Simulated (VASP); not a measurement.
# AlRu (Pm-3m) in VASP: a series of runs, part 2 of 2

VASP 6.6.1.

## (3) Single point, r2SCAN

Contents of POSCAR:

```
AlRu
1.0
    2.9844490780      0.0000000000      0.0000000000
    0.0000000000      2.9844490780      0.0000000000
    0.0000000000      0.0000000000      2.9844490780
Al Ru
1 1
Direct
    0.0000000000      0.0000000000      0.0000000000
    0.5000000000      0.5000000000      0.5000000000
```

Contents of INCAR.step1:

```
SYSTEM = AlRu
ALGO = Normal
EDIFF = 1E-4
ENCUT = 520
GGA = PE
ISMEAR = -1
LASPH = .TRUE.
LCHARG = .FALSE.
LREAL = .FALSE.
LWAVE = .TRUE.
NBANDS = 16
NELM = 60
PREC = Accurate
SIGMA = 0.15
```

Contents of INCAR.step2:

```
SYSTEM = AlRu
ALGO = Normal
EDIFF = 1E-6
ENCUT = 520
ISIF = 2
ISMEAR = -1
ISTART = 1
LASPH = .TRUE.
LCHARG = .FALSE.
LMIXTAU = .TRUE.
LREAL = .FALSE.
LWAVE = .FALSE.
METAGGA = R2SCAN
NBANDS = 16
NELM = 60
PREC = Accurate
SIGMA = 0.15
```

Contents of KPOINTS:

```
k-points
0
G
  14 14 14
  0 0 0
```

Potentials or basis: VASP PAW PBE potentials, release 64 (Al, Ru_pv).

Launch:

```bash
$ cat potpaw_PBE.64/Al/POTCAR potpaw_PBE.64/Ru_pv/POTCAR > POTCAR
$ cp INCAR.step1 INCAR
$ mpirun -np 1 vasp_std > vasp.out
$ cp INCAR.step2 INCAR
$ mpirun -np 1 vasp_std > vasp.out
```

OUTCAR:

```text
SYSTEM = AlRu
   EDIFF = 1E-6
   ENCUT = 520
   ISIF = 2
   ISMEAR = -1
   ISTART = 1
   LASPH = .TRUE.
   LREAL = .FALSE.
   METAGGA = R2SCAN
   NELM = 60
   PREC = Accurate

 ion  position               nearest neighbor table
   1  0.000  0.000  0.000-   2 2.58   2 2.58   2 2.58   2 2.58   2 2.58   2 2.58   2 2.58   2 2.58

   2  0.500  0.500  0.500-   1 2.58   1 2.58   1 2.58   1 2.58   1 2.58   1 2.58   1 2.58   1 2.58

  LATTYP: Found a simple cubic cell.
 ALAT       =     2.9844490780

  Lattice vectors:

[... 644 lines left out ...]

  FORCE on cell =-STRESS in cart. coord.  units (eV):
  Direction    XX          YY          ZZ          XY          YZ          ZX
  --------------------------------------------------------------------------------------
  -------------------------------------------------------------------------------------
  Total        0.0195903      0.0195903      0.0195903      0.0000000     -0.0000000      0.0000000
  in kB        1.1807503      1.1807503      1.1807503      0.0000000     -0.0000000      0.0000000
  external PRESSURE =       1.1807503 kB  Pullay stress =       0.0000000 kB

 VOLUME and BASIS-vectors are now :
 -----------------------------------------------------------------------------
  energy-cutoff  :      520.00
  volume of cell :       26.58
      direct lattice vectors                 reciprocal lattice vectors
     2.984449078  0.000000000  0.000000000     0.335070217  0.000000000  0.000000000
     0.000000000  2.984449078  0.000000000     0.000000000  0.335070217  0.000000000
     0.000000000  0.000000000  2.984449078     0.000000000  0.000000000  0.335070217

 POSITION                                       TOTAL-FORCE (eV/Angst)
 -----------------------------------------------------------------------------------
      0.00000      0.00000      0.00000         0.000000      0.000000      0.000000
      1.49222      1.49222      1.49222         0.000000      0.000000      0.000000
 -----------------------------------------------------------------------------------
    total drift:                                0.000000     -0.000000     -0.000000

  FREE ENERGIE OF THE ION-ELECTRON SYSTEM (eV)
  ---------------------------------------------------
  free  energy   TOTEN  =       -33.6632008770 eV

  energy  without entropy=      -33.5539494484  energy(sigma->0) =      -33.60857516
```

OUTCAR.step1:

```text
SYSTEM = AlRu
   EDIFF = 1E-4
   ENCUT = 520
   GGA = PE
   ISMEAR = -1
   LASPH = .TRUE.
   LREAL = .FALSE.
[... 677 lines left out ...]
      0.00000      0.00000      0.00000         0.000000      0.000000      0.000000
      1.49222      1.49222      1.49222         0.000000      0.000000      0.000000
 -----------------------------------------------------------------------------------
    total drift:                                0.000000     -0.000000     -0.000000

  FREE ENERGIE OF THE ION-ELECTRON SYSTEM (eV)
  ---------------------------------------------------
  free  energy   TOTEN  =       -14.3081296268 eV

  energy  without entropy=      -14.1941133042  energy(sigma->0) =      -14.25112147
```

It took 92 s on 1 thread of Intel Xeon Platinum 8259CL at 2.50GHz (Skylake/Cascade Lake), shared host; peak memory 0.18 GiB.

Results:

| Quantity | Value |
| --- | --- |
| Free energy | -33.6632 eV |
| Pressure | 0.1 GPa |
| Band gap on the k mesh | zero (an odd number of electrons rules out a gap without spin polarisation) |

Levels at points of the mesh, in eV from the Fermi level:
```tsv
k point	band 6	band 7	band 8	band 9	band 10	band 11	band 12	band 13
(0.00, 0.00, 0.00)	-3.76	0.14	0.14	0.14	6.51	6.51	6.51	10.33
(0.50, 0.00, 0.00)	-2.87	-1.74	-1.74	0.40	2.50	7.70	10.33	11.62
(0.50, 0.50, 0.00)	-1.52	-1.52	-1.30	-1.30	1.71	5.67	6.80	10.33
(0.50, 0.50, 0.50)	-4.99	1.81	1.81	3.21	4.30	4.30	4.30	9.00
```

Caveat: the PAW data sets were made with another functional, which shifts forces and pressure a little.

## (4) Relaxation of cell and atoms, r2SCAN

Contents of POSCAR:

```
AlRu
1.0
    2.9824954400      0.0000000000      0.0000000000
    0.0000000000      2.9824954400      0.0000000000
    0.0000000000      0.0000000000      2.9824954400
Al Ru
1 1
Direct
    0.0000000000      0.0000000000      0.0000000000
    0.5000000000      0.5000000000      0.5000000000
```

Contents of INCAR.step1:

```
ALGO = Normal
EDIFF = 1E-4
ENCUT = 600
GGA = PE
ISMEAR = 0
LASPH = True
LCHARG = False
LREAL = False
LWAVE = True
NELM = 80
PREC = Accurate
SIGMA = 0.1
```

Contents of INCAR.step2:

```
ALGO = Normal
EDIFF = 1E-7
EDIFFG = -0.002
ENCUT = 600
IBRION = 2
ISIF = 3
ISMEAR = 0
ISTART = 1
LASPH = True
LCHARG = False
LMIXTAU = True
LREAL = False
LWAVE = False
METAGGA = R2SCAN
NELM = 80
NSW = 100
PREC = Accurate
SIGMA = 0.1
```

Contents of KPOINTS:

```
k-points
0
Gamma
  14 14 14
```

Launch:

```bash
$ cat potpaw_PBE.64/Al/POTCAR potpaw_PBE.64/Ru_pv/POTCAR > POTCAR
$ cp INCAR.step1 INCAR
$ mpirun -np 1 vasp_std > vasp.out
$ cp INCAR.step2 INCAR
$ mpirun -np 1 vasp_std > vasp.out
```

Run time: 2.9 min. Hardware: 1 thread of Intel Xeon Platinum 8259CL at 2.50GHz (Skylake/Cascade Lake), shared host; peak memory 0.19 GiB.

The run converged. Its results:

```
Free energy                           : -33.6068 eV
Relaxed volume                        : 13.28 Å³/atom
Relaxed cell                          : a = 2.983 Å, b = 2.983 Å, c = 2.983 Å, α = 90.00°, β = 90.00°, γ = 90.00°
Space group after relaxing (to 0.1 Å) : Pm-3m (No. 221)
Energy gained by relaxing             : 0.0 meV/atom
Ionic steps                           : 3
Pressure after relaxing               : 0.0 GPa
Band gap on the k mesh                : zero (an odd number of electrons rules out a gap without spin polarisation)
```

Final structure:
```cif
data_structure
_symmetry_space_group_name_H-M 'P 1'
_symmetry_Int_Tables_number 1
_cell_length_a 2.9832
_cell_length_b 2.9832
_cell_length_c 2.9832
_cell_angle_alpha 90.000
_cell_angle_beta 90.000
_cell_angle_gamma 90.000
_cell_volume 26.55
loop_
_atom_site_label
_atom_site_type_symbol
_atom_site_fract_x
_atom_site_fract_y
_atom_site_fract_z
_atom_site_occupancy
Al1 Al 0.00000 0.00000 0.00000 1
Ru1 Ru 0.50000 0.50000 0.50000 1
```

Levels at points of the mesh, in eV from the Fermi level:
| k point | band 7 | band 8 | band 9 | band 10 | band 11 | band 12 |
| --- | --- | --- | --- | --- | --- | --- |
| (0.00, 0.00, 0.00) | 0.17 | 0.17 | 0.17 | 6.55 | 6.55 | 6.55 |
| (0.50, 0.00, 0.00) | -1.71 | -1.71 | 0.44 | 2.54 | 7.73 | 10.37 |
| (0.50, 0.50, 0.00) | -1.49 | -1.26 | -1.26 | 1.74 | 5.71 | 6.85 |
| (0.50, 0.50, 0.50) | 1.84 | 1.84 | 3.25 | 4.34 | 4.34 | 4.34 |

Caveat: the PAW data sets were made with another functional, which shifts forces and pressure a little.

## (5) Relaxation of cell and atoms, r2SCAN

Contents of POSCAR:

```
AlRu
1.0
    2.9827001949      0.0000000000      0.0000000000
    0.0000000000      2.9827001949      0.0000000000
    0.0000000000      0.0000000000      2.9827001949
Al Ru
1 1
Direct
    0.0000000000      0.0000000000      0.0000000000
    0.5000000000      0.5000000000      0.5000000000
```

Contents of INCAR.step1:

```
SYSTEM = AlRu
PREC = Accurate
ENCUT = 600
ISMEAR = -1
SIGMA = 0.15
LREAL = .FALSE.
LASPH = .TRUE.
NELM = 100
GGA = PE
ALGO = Normal
EDIFF = 1E-4
LWAVE = .TRUE.
LCHARG = .FALSE.
```

Contents of INCAR.step2:

```
SYSTEM = AlRu
PREC = Accurate
ENCUT = 600
EDIFF = 1E-7
ISMEAR = -1
SIGMA = 0.15
LREAL = .FALSE.
LASPH = .TRUE.
NELM = 100
ALGO = Normal
ISIF = 3
LWAVE = .FALSE.
LCHARG = .FALSE.
METAGGA = R2SCAN
LMIXTAU = .TRUE.
IBRION = 2
NSW = 80
EDIFFG = -0.001
ISTART = 1
```

Contents of KPOINTS:

```
regular mesh
0
G
  14 14 14
  0 0 0
```

Launch:

```bash
$ cat potpaw_PBE.64/Al/POTCAR potpaw_PBE.64/Ru_pv/POTCAR > POTCAR
$ cp INCAR.step1 INCAR
$ mpirun -np 1 vasp_std > vasp.out
$ cp INCAR.step2 INCAR
$ mpirun -np 1 vasp_std > vasp.out
```

It took 2.8 min on 1 thread of Intel Xeon Platinum 8259CL at 2.50GHz (Skylake/Cascade Lake), shared host; peak memory 0.19 GiB.

Results (log left out):

```yaml
Free_energy: -33.6615 eV
Relaxed_volume: 13.30 Å³/atom
Relaxed_cell: a = 2.985 Å, b = 2.985 Å, c = 2.985 Å, α = 90.00°, β = 90.00°, γ = 90.00°
Space_group_after_relaxing_to_0.1_Å: Pm-3m (No. 221)
Energy_gained_by_relaxing: 0.1 meV/atom
Ionic_steps: 3
Pressure_after_relaxing: 0.0 GPa
Band_gap_on_the_k_mesh: zero (an odd number of electrons rules out a gap without spin polarisation)
```

Step by step:
| step | energy change (eV) | largest force (eV/Å) | pressure (GPa) | volume (Å³) |
| --- | --- | --- | --- | --- |
| 1 | 0.0000 | 0.0000 | 0.51 | 26.54 |
| 2 | 0.0002 | 0.0000 | -0.83 | 26.70 |
| 3 | -0.0001 | 0.0000 | 0.00 | 26.60 |

Final structure:
```
Al Ru
1.0
     2.98503    0.00000    0.00000
     0.00000    2.98503    0.00000
     0.00000    0.00000    2.98503
Al Ru
1 1
Direct
  0.00000 0.00000 0.00000
  0.50000 0.50000 0.50000
```

Levels at points of the mesh, in eV from the Fermi level:
```csv
k point,band 6,band 7,band 8,band 9,band 10,band 11,band 12
"(0.00, 0.00, 0.00)",-3.75,0.14,0.14,0.14,6.51,6.51,6.51
"(0.50, 0.00, 0.00)",-2.87,-1.74,-1.74,0.40,2.50,7.70,10.33
"(0.50, 0.50, 0.00)",-1.52,-1.52,-1.29,-1.29,1.71,5.67,6.79
"(0.50, 0.50, 0.50)",-4.99,1.80,1.80,3.20,4.30,4.30,4.30
```

Caveat: the PAW data sets were made with another functional, which shifts forces and pressure a little.

## (6) Overview

| task | cell | cutoff (eV) | smearing | gap on the mesh (eV) | pressure (GPa) | relaxed volume (Å³/atom) |
| --- | --- | --- | --- | --- | --- | --- |
| single point | a = 2.983 Å, 2 atoms | 520 | gaussian 0.1 eV | none | 0.1 | - |
| single point | a = 2.984 Å, 2 atoms | 520 | fermi-dirac 0.15 eV | none | 0.1 | - |
| relaxation of cell and atoms | relaxed from a = 2.982 Å, 2 atoms | 600 | gaussian 0.1 eV | none | 0.0 | 13.28 |
| relaxation of cell and atoms | relaxed from a = 2.983 Å, 2 atoms | 600 | fermi-dirac 0.15 eV | none | 0.0 | 13.30 |

Alike in all rows: level r2SCAN; potentials or basis VASP PAW PBE potentials, release 64 (Al, Ru_pv); no spin polarisation; k mesh 14 × 14 × 14.

Caveats: the PAW data sets were made with another functional, which shifts forces and pressure a little.

Absolute energies hang on the potentials; compare differences alone.
